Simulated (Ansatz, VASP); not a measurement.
**Os: VASP beside Ansatz**

```xyz
3
Lattice="4.3764 0.0000 0.0000 -2.1882 3.7901 0.0000 0.0000 0.0000 2.7489" Properties=species:S:1:pos:R:3 pbc="T T T"
Os    4.3764    0.0000    2.7489
Os    0.0000    2.5267    1.3745
Os    2.1882    1.2634    1.3745
```

Alike in both runs: task single point; functional LDA; k mesh 10 × 10 × 13; occupations fermi-dirac, width 0.1 eV; no spin polarisation.

|  | VASP | Ansatz |
| --- | --- | --- |
| version | VASP 6.6.1 | Ansatz 0.2.0 |
| potentials or method | VASP PAW LDA potentials, release 64 (Os), cutoff 520 eV | plane waves (420 eV) with PAW, scalar-relativistic |
| valence electrons in the cell | 24 | 48 |

Ansatz gave:

| Item | Value |
| --- | --- |
| pressure (GPa) | -26.9 |
| traceless stress, the component that is largest in VASP (GPa) | 3.03 |

Question: What did VASP give for the same quantities?

Answer: Pressure (GPa): -26.7; traceless stress, the component that is largest in VASP (GPa): 3.13.

Ansatz warns that its potentials were made for another functional, while VASP's fit it. LDA's correlation is that of Perdew and Zunger in VASP and of Perdew and Wang (1992) in Ansatz. VASP's potentials hold 24 valence electrons a cell and Ansatz's 48, so a difference there can come from the potentials and not from the codes.

Spin-orbit coupling is off throughout.
